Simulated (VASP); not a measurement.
# ScAl3N3 (Pm-3m) in VASP: further runs

The runs below take ScAl3N3 through single point, with PBE.

Everything below comes from runs of VASP 6.6.1. Logs are shortened: lines on timing, memory, paths and dates and some standing lists are left out, and cuts for length are marked.

### 1 The cell of the first run

Symmetry: Pm-3m, No. 221, cubic system. The conventional cell has a = 4.292 Å, b = 4.292 Å, c = 4.292 Å, α = 90.00°, β = 90.00°, γ = 90.00°. Sc (site symmetry m-3m) has 6 N at 2.15 Å within 2.8 Å. Al (site symmetry 4/mmm) has 4 N at 2.15 Å within 2.8 Å. Within 2.8 Å of N (site symmetry 4/mmm) lie 2 Sc at 2.15 Å and 4 Al at 2.15 Å.

### 2 Single point, PBE

Input file INCAR:

```
SYSTEM = ScAl3N3
PREC = Accurate ; ENCUT = 600
EDIFF = 1E-6 ; ISMEAR = 0
SIGMA = 0.2 ; LREAL = .FALSE.
LASPH = .TRUE. ; NELM = 120
ALGO = Normal ; ISIF = 2
LWAVE = .FALSE. ; LCHARG = .FALSE.
GGA = PE ; NBANDS = 26
GGA_COMPAT = .FALSE.
```

Input file KPOINTS:

```
regular mesh
0
G
  4 4 4
  0 0 0
```

Input file POSCAR:

```
ScAl3N3
1.0
    4.2918065841      0.0000000000      0.0000000000
    0.0000000000      4.2918065841      0.0000000000
    0.0000000000      0.0000000000      4.2918065841
Sc Al N
1 3 3
Direct
    0.0000000000      0.0000000000      0.0000000000
    0.0000000000      0.5000000000      0.5000000000
    0.5000000000      0.0000000000      0.5000000000
    0.5000000000      0.5000000000      0.0000000000
    0.5000000000      0.0000000000      0.0000000000
    0.0000000000      0.5000000000      0.0000000000
    0.0000000000      0.0000000000      0.5000000000
```

Potentials or basis: VASP PAW PBE potentials, release 64 (Sc_sv, Al, N).

Launch:

```sh
> cat potpaw_PBE.64/Sc_sv/POTCAR potpaw_PBE.64/Al/POTCAR potpaw_PBE.64/N/POTCAR > POTCAR
> mpirun -np 1 vasp_std > vasp.out
```

OUTCAR:

```text
SYSTEM = ScAl3N3
   PREC = Accurate
   ENCUT = 600
   EDIFF = 1E-6
   ISMEAR = 0
   LREAL = .FALSE.
   LASPH = .TRUE.
   NELM = 120
   ISIF = 2
   GGA = PE

 ion  position               nearest neighbor table
   1  0.000  0.000  0.000-   5 2.15   6 2.15   7 2.15   7 2.15   6 2.15   5 2.15   2 3.03   3 3.03
                             2 3.03   2 3.03   4 3.03   3 3.03   2 3.03   3 3.03   4 3.03   4 3.03
   2  0.000  0.500  0.500-   6 2.15   7 2.15   6 2.15   7 2.15   3 3.03   1 3.03   4 3.03   4 3.03
                             1 3.03   3 3.03   1 3.03   1 3.03   3 3.03   4 3.03   4 3.03   3 3.03
   3  0.500  0.000  0.500-   5 2.15   7 2.15   5 2.15   7 2.15   2 3.03   1 3.03   4 3.03   4 3.03
                             2 3.03   4 3.03   4 3.03   1 3.03   2 3.03   1 3.03   1 3.03   2 3.03
   4  0.500  0.500  0.000-   5 2.15   6 2.15   5 2.15   6 2.15   2 3.03   2 3.03   3 3.03   1 3.03
                             3 3.03   3 3.03   3 3.03   1 3.03   2 3.03   1 3.03   2 3.03   1 3.03
   5  0.500  0.000  0.000-   1 2.15   3 2.15   4 2.15   3 2.15   4 2.15   1 2.15
   6  0.000  0.500  0.000-   1 2.15   2 2.15   4 2.15   2 2.15   1 2.15   4 2.15
   7  0.000  0.000  0.500-   1 2.15   2 2.15   3 2.15   1 2.15   2 2.15   3 2.15

  LATTYP: Found a simple cubic cell.
 ALAT       =     4.2918065841

  Lattice vectors:

 A1 = (   4.2918065841,   0.0000000000,   0.0000000000)
 A2 = (   0.0000000000,   4.2918065841,   0.0000000000)
 A3 = (   0.0000000000,   0.0000000000,   4.2918065841)

Analysis of symmetry for initial positions (statically):
=====================================================================
 Subroutine PRICEL returns:
 Original cell was already a primitive cell.

 Routine SETGRP: Setting up the symmetry group for a
 simple cubic supercell.

 Subroutine GETGRP returns: Found 48 space group operations
 (whereof 48 operations were pure point group operations)
 out of a pool of 48 trial point group operations.

The static configuration has the point symmetry O_h .

Analysis of symmetry for dynamics (positions and initial velocities):
=====================================================================
 Subroutine PRICEL returns:
 Original cell was already a primitive cell.

 Routine SETGRP: Setting up the symmetry group for a
 simple cubic supercell.

 Subroutine GETGRP returns: Found 48 space group operations
 (whereof 48 operations were pure point group operations)
 out of a pool of 48 trial point group operations.

The dynamic configuration has the point symmetry O_h .

 Subroutine INISYM returns: Found 48 space group operations
 (whereof 48 operations are pure point group operations),
 and found     1 'primitive' translations

----------------------------------------------------------------------------------------

                                     Primitive cell

  volume of cell :      79.0534

  direct lattice vectors                    reciprocal lattice vectors
     4.291806584  0.000000000  0.000000000     0.233002112  0.000000000  0.000000000
     0.000000000  4.291806584  0.000000000     0.000000000  0.233002112  0.000000000
     0.000000000  0.000000000  4.291806584     0.000000000  0.000000000  0.233002112

  length of vectors
     4.291806584  4.291806584  4.291806584     0.233002112  0.233002112  0.233002112

  position of ions in fractional coordinates (direct lattice)
     0.000000000  0.000000000  0.000000000
     0.000000000  0.500000000  0.500000000
     0.500000000  0.000000000  0.500000000
     0.500000000  0.500000000  0.000000000
     0.500000000  0.000000000  0.000000000
     0.000000000  0.500000000  0.000000000
     0.000000000  0.000000000  0.500000000

  ion indices of the primitive-cell ions
   primitive index   ion index
                 1           1
                 2           2
                 3           3
                 4           4
                 5           5
                 6           6
                 7           7

----------------------------------------------------------------------------------------

 KPOINTS: regular mesh

Automatic generation of k-mesh.
 Grid dimensions read from file:
 generate k-points for:    4    4    4

 Generating k-lattice:

  Cartesian coordinates                     Fractional coordinates (reciprocal lattice)
     0.058250528  0.000000000  0.000000000     0.250000000  0.000000000  0.000000000
     0.000000000  0.058250528  0.000000000     0.000000000  0.250000000  0.000000000
     0.000000000  0.000000000  0.058250528     0.000000000  0.000000000  0.250000000

  Length of vectors
     0.058250528  0.058250528  0.058250528

  Shift w.r.t. Gamma in fractional coordinates (k-lattice)
     0.000000000  0.000000000  0.000000000

 Subroutine IBZKPT returns following result:
 ===========================================

 Found     10 irreducible k-points:

 Following reciprocal coordinates:
            Coordinates               Weight
  0.000000  0.000000  0.000000      1.000000
  0.250000  0.000000  0.000000      6.000000
  0.500000  0.000000  0.000000      3.000000
  0.250000  0.250000  0.000000     12.000000
  0.500000  0.250000  0.000000     12.000000
  0.500000  0.500000  0.000000      3.000000
  0.250000  0.250000  0.250000      8.000000
  0.500000  0.250000  0.250000     12.000000
  0.500000  0.500000  0.250000      6.000000
  0.500000  0.500000  0.500000      1.000000
   k-points           NKPTS =     10   k-points in BZ     NKDIM =     10   number of bands    NBANDS=     26
   number of dos      NEDOS =    301   number of ions     NIONS =      7
   total plane-waves  NPLWV =  46656
   dimension x,y,z NGX =    36 NGY =   36 NGZ =   36
   dimension x,y,z NGXF=    72 NGYF=   72 NGZF=   72
   ions per type =               1   3   3
   NGX,Y,Z   is equivalent  to a cutoff of  13.94, 13.94, 13.94 a.u.
   NGXF,Y,Z  is equivalent  to a cutoff of  27.89, 27.89, 27.89 a.u.
 SYSTEM =  ScAl3N3
   PREC   = accura    normal or accurate (medium, high low for compatibility)
   ISTART =      0    job   : 0-new  1-cont  2-samecut
   ICHARG =      2    charge: 1-file 2-atom 10-const
   ISPIN  =      1    spin polarized calculation?
   LNONCOLLINEAR =      F non collinear calculations
   LSORBIT =      F    spin-orbit coupling
   LASPH  =      T    aspherical Exc in radial PAW
   ENCUT  =  600.0 eV  44.10 Ry    6.64 a.u.   8.57  8.57  8.57*2*pi/ulx,y,z
   NELM   =    120;   NELMIN=  2; NELMDL= -5     # of ELM steps
   EDIFF  = 0.1E-05   stopping-criterion for ELM
   LREAL  =      F    real-space projection
   EDIFFG = 0.1E-04   stopping-criterion for IOM
   NSW    =      0    number of steps for IOM
   IBRION =     -1    ionic relax: 0-MD 1-quasi-New 2-CG
   NFREE  =      0    steps in history (QN), initial steepest desc. (CG)
   ISIF   =      2    stress and relaxation
   ISYM   =      2    0-nonsym 1-usesym 2-fastsym
   POTIM  = 0.5000    time-step for ionic-motion
   TEBEG  =    0.0;   TEEND  =   0.0 temperature during run
   PSTRESS=    0.0 pullay stress
   NELECT =      35.0000    total number of electrons
   NUPDOWN=      -1.0000    fix difference up-down
   EMIN   =  10.00;   EMAX   =-10.00  energy-range for DOS
   EFERMI =   0.00;   METHOD = LEGACY
   ISMEAR =     0;   SIGMA  =   0.20  broadening in eV -4-tet -1-fermi 0-gaus
   EFERMI_NEDOS =   21; number of points for ismear=-14 and -15
   IALGO  =     38    algorithm
   IMIX   =      4    mixing-type and parameters
     AMIX     =   0.40;   BMIX     =  1.00
     AMIX_MAG =   1.60;   BMIX_MAG =  1.00
  volume/ion in A,a.u.               =      11.29        76.21
  Fermi-wavevector in a.u.,A,eV,Ry     =   1.247740  2.357886 21.182294  1.556855
  Thomas-Fermi vector in A             =   2.381858
   LORBIT       =      0    0 simple, 1 ext, 2 COOP (PROOUT), +10 PAW based schemes
   GGA     = PE    functional components
   LHFCALC =     F    Hartree Fock is set to
   AEXX    =    0.0000 exact exchange contribution
   IVDW    =     0    specifies the selected vdW correction
   LEPSILON=     F    determine dielectric tensor
   LRPA    =     F    only Hartree local field effects (RPA)
 non-spin polarized calculation
 Gauss-broadening in eV      SIGMA  =   0.20
  energy-cutoff  :      600.00
  volume of cell :       79.05
 maximum number of plane-waves:      2666
 NGX is ok and might be reduce to    36
   NGX = 17   NGY = 17   NGZ = 17

 number of electron      34.9999996 magnetization

 Free energy of the ion-electron system (eV)
  ---------------------------------------------------
  ext. energy  EPLUGINS =         0.00000000
  ---------------------------------------------------
  free energy    TOTEN  =       -47.67686065 eV

  energy without entropy =      -47.63178871  energy(sigma->0) =      -47.65432468

 E-fermi :   9.3423     XC(G=0): -11.3177

 val. band max:        9.1374874262   @ k =   0.5000   0.2500   0.0000
 cond. band min:       9.3703167872   @ k =   0.0000   0.0000   0.0000
 fundamental gap:      0.2328293610
 Fermi energy:         9.3422874165

 k-point     1 :       0.0000    0.0000    0.0000
  band No.  band energies     occupation
      1     -40.4171      2.00000
      2     -19.2069      2.00000
      3     -19.2069      2.00000
      4     -19.2069      2.00000
      5      -8.2796      2.00000
      6      -6.3387      2.00000
[... 18 lines left out ...]
     25      12.5446      0.00000
     26      12.9466      0.00000

 k-point     2 :       0.2500    0.0000    0.0000
  band No.  band energies     occupation
      1     -40.4165      2.00000
      2     -19.2441      2.00000
      3     -19.2053      2.00000
      4     -19.2053      2.00000
      5      -7.9707      2.00000
      6      -6.4040      2.00000
[... 18 lines left out ...]
     25      12.6353      0.00000
     26      12.9594      0.00000

 k-point     3 :       0.5000    0.0000    0.0000
  band No.  band energies     occupation
      1     -40.4159      2.00000
      2     -19.2805      2.00000
      3     -19.2036      2.00000
      4     -19.2036      2.00000
      5      -7.5545      2.00000
      6      -6.5853      2.00000
[... 18 lines left out ...]
     25      13.2709      0.00000
     26      14.5061      0.00000

 k-point     4 :       0.2500    0.2500    0.0000
  band No.  band energies     occupation
      1     -40.4159      2.00000
      2     -19.2425      2.00000
      3     -19.2412      2.00000
      4     -19.2036      2.00000
      5      -7.6627      2.00000
      6      -6.3577      2.00000
[... 18 lines left out ...]
     25      13.4309      0.00000
     26      14.0719      0.00000

 k-point     5 :       0.5000    0.2500    0.0000
  band No.  band energies     occupation
      1     -40.4154      2.00000
      2     -19.2778      2.00000
      3     -19.2397      2.00000
      4     -19.2019      2.00000
      5      -7.2446      2.00000
      6      -6.4803      2.00000
[... 18 lines left out ...]
     25      14.0166      0.00000
     26      14.6217      0.00000

 k-point     6 :       0.5000    0.5000    0.0000
  band No.  band energies     occupation
      1     -40.4148      2.00000
      2     -19.2752      2.00000
      3     -19.2752      2.00000
      4     -19.2003      2.00000
      5      -6.8168      2.00000
      6      -6.3654      2.00000
[... 18 lines left out ...]
     25      14.2376      0.00000
     26      14.7676      0.00000

 k-point     7 :       0.2500    0.2500    0.2500
  band No.  band energies     occupation
      1     -40.4154      2.00000
      2     -19.2410      2.00000
      3     -19.2390      2.00000
      4     -19.2390      2.00000
      5      -7.3564      2.00000
      6      -6.2861      2.00000
[... 18 lines left out ...]
     25      13.8236      0.00000
     26      14.6777      0.00000

 k-point     8 :       0.5000    0.2500    0.2500
  band No.  band energies     occupation
      1     -40.4148      2.00000
      2     -19.2752      2.00000
      3     -19.2381      2.00000
      4     -19.2369      2.00000
      5      -6.9382      2.00000
      6      -6.3822      2.00000
[... 18 lines left out ...]
     25      14.5716      0.00000
     26      14.8640      0.00000

 k-point     9 :       0.5000    0.5000    0.2500
  band No.  band energies     occupation
      1     -40.4142      2.00000
      2     -19.2726      2.00000
      3     -19.2726      2.00000
      4     -19.2354      2.00000
      5      -6.5129      2.00000
      6      -6.2754      2.00000
[... 18 lines left out ...]
     25      14.4316      0.00000
     26      14.4316      0.00000

 k-point    10 :       0.5000    0.5000    0.5000
  band No.  band energies     occupation
      1     -40.4137      2.00000
      2     -19.2700      2.00000
      3     -19.2700      2.00000
      4     -19.2700      2.00000
      5      -6.1782      2.00000
      6      -6.1782      2.00000
[... 18 lines left out ...]
     25      13.2161      0.00000
     26      13.2161      0.00000

------------------------ aborting loop because EDIFF is reached ----------------------------------------

  FORCE on cell =-STRESS in cart. coord.  units (eV):
  Direction    XX          YY          ZZ          XY          YZ          ZX
  --------------------------------------------------------------------------------------
  -------------------------------------------------------------------------------------
  Total       -0.1844698     -0.1844698     -0.1844698      0.0000000      0.0000000     -0.0000000
  in kB       -3.7386560     -3.7386560     -3.7386560      0.0000000      0.0000000     -0.0000000
  external PRESSURE =      -3.7386560 kB  Pullay stress =       0.0000000 kB

 VOLUME and BASIS-vectors are now :
 -----------------------------------------------------------------------------
  energy-cutoff  :      600.00
  volume of cell :       79.05
      direct lattice vectors                 reciprocal lattice vectors
     4.291806584  0.000000000  0.000000000     0.233002112  0.000000000  0.000000000
     0.000000000  4.291806584  0.000000000     0.000000000  0.233002112  0.000000000
     0.000000000  0.000000000  4.291806584     0.000000000  0.000000000  0.233002112

 POSITION                                       TOTAL-FORCE (eV/Angst)
 -----------------------------------------------------------------------------------
      0.00000      0.00000      0.00000         0.000000      0.000000      0.000000
      0.00000      2.14590      2.14590         0.000000      0.000000      0.000000
      2.14590      0.00000      2.14590         0.000000      0.000000      0.000000
      2.14590      2.14590      0.00000         0.000000      0.000000      0.000000
      2.14590      0.00000      0.00000         0.000000      0.000000      0.000000
      0.00000      2.14590      0.00000         0.000000      0.000000      0.000000
      0.00000      0.00000      2.14590         0.000000      0.000000      0.000000
 -----------------------------------------------------------------------------------
    total drift:                                0.000000     -0.000000     -0.000000

  FREE ENERGIE OF THE ION-ELECTRON SYSTEM (eV)
  ---------------------------------------------------
  free  energy   TOTEN  =       -47.6768606492 eV

  energy  without entropy=      -47.6317887140  energy(sigma->0) =      -47.65432468
```

It took 26 s on 1 thread of Intel Xeon Platinum 8259CL at 2.50GHz (Skylake/Cascade Lake), shared host; peak memory 0.21 GiB.

Results:

| Property | Result |
| --- | --- |
| Free energy | -47.6769 eV |
| Pressure | -0.4 GPa |

Levels at points of the mesh, in eV from the Fermi level:
| k point | band 15 | band 16 | band 17 | band 18 | band 19 | band 20 |
| --- | --- | --- | --- | --- | --- | --- |
| (0.00, 0.00, 0.00) | -2.61 | -2.61 | -2.61 | 0.03 | 0.03 | 0.03 |
| (0.50, 0.00, 0.00) | -2.96 | -2.96 | -1.64 | -1.48 | 0.38 | 1.40 |
| (0.50, 0.50, 0.00) | -3.79 | -3.63 | -2.50 | -0.43 | 1.29 | 1.29 |
| (0.50, 0.50, 0.50) | -3.59 | -3.59 | -3.59 | 2.38 | 2.38 | 2.38 |

Caveat: the k points lie up to 0.37 Å⁻¹ apart.

[end of part 1 of 2]
